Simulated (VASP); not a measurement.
Wanted: the native input for a VASP 6.6.1 run.

```
Task                   : relaxation of cell and atoms
Functional             : PBEsol
Potentials or basis    : VASP PAW PBE potentials, release 64 (P, Pt, Pm)
Cutoff                 : 600 eV
k mesh                 : 8 × 8 × 8
Occupations            : gaussian, width 0.05 eV
Spin                   : collinear spin, ferromagnetic start
Starting moments       : [0.0, 0.0, 4.0] μB
Dipole correction      : no
Further INCAR settings : ALGO = Normal; EDIFF = 1e-06; IBRION = 2; EDIFFG = -0.01; NSW = 80; ISIF = 3
```

The structure of PmPPt lies in POSCAR:

```
PmPPt
1.0
    4.1581649406      0.0000000000      0.0000000000
   -2.0790824703      3.6010764717      0.0000000000
    0.0000000000      0.0000000000      4.0011085060
P Pt Pm
1 1 1
Direct
    0.6666666667      0.3333333333      0.5000000000
    0.3333333333      0.6666666667      0.5000000000
    0.0000000000      0.0000000000      0.0000000000
```

The input as run:

INCAR

```
PREC = Accurate
ENCUT = 600
EDIFF = 1E-6
ISMEAR = 0
SIGMA = 0.05
LREAL = F
LASPH = T
NELM = 150
ALGO = Normal
ISIF = 3
LWAVE = F
LCHARG = F
ISPIN = 2
MAGMOM = 0 0 4
LORBIT = 11
LMAXMIX = 6
GGA = PS
IBRION = 2
NSW = 80
EDIFFG = -0.01
```

KPOINTS

```
regular mesh
0
Gamma
  8 8 8
```

Potentials or basis: VASP PAW PBE potentials, release 64 (P, Pt, Pm).

Command:

```console
$ cat potpaw_PBE.64/P/POTCAR potpaw_PBE.64/Pt/POTCAR potpaw_PBE.64/Pm/POTCAR > POTCAR
$ mpirun -np 1 vasp_std > vasp.out
```

Results of the run:

```yaml
Relaxed_volume: 19.63 Å³/atom
Relaxed_cell: a = 4.114 Å, b = 4.114 Å, c = 4.019 Å, α = 90.00°, β = 90.00°, γ = 120.00°
Space_group_after_relaxing_to_0.1_Å: P-6m2 (No. 187)
Energy_gained_by_relaxing: 0.6 meV/atom
Ionic_steps: 13
Pressure_after_relaxing: 0.0 GPa
Net_moment: 4.30 μB per cell
Site_moments: P -0.07; Pt -0.09; Pm +4.25 μB
Valence_electrons_inside_the_program's_atomic_spheres: P 2.45; Pt 9.59; Pm 12.34
```

Caveat: the magnetic or orbital state may not be the lowest; the PAW data sets were made with another functional, which shifts forces and pressure a little; semilocal functionals describe open f shells poorly, which spoils levels, moments and volumes.

Run time: 58 min on 1 thread of Intel Xeon 8259CL (shared host), peak memory 0.36 GiB.
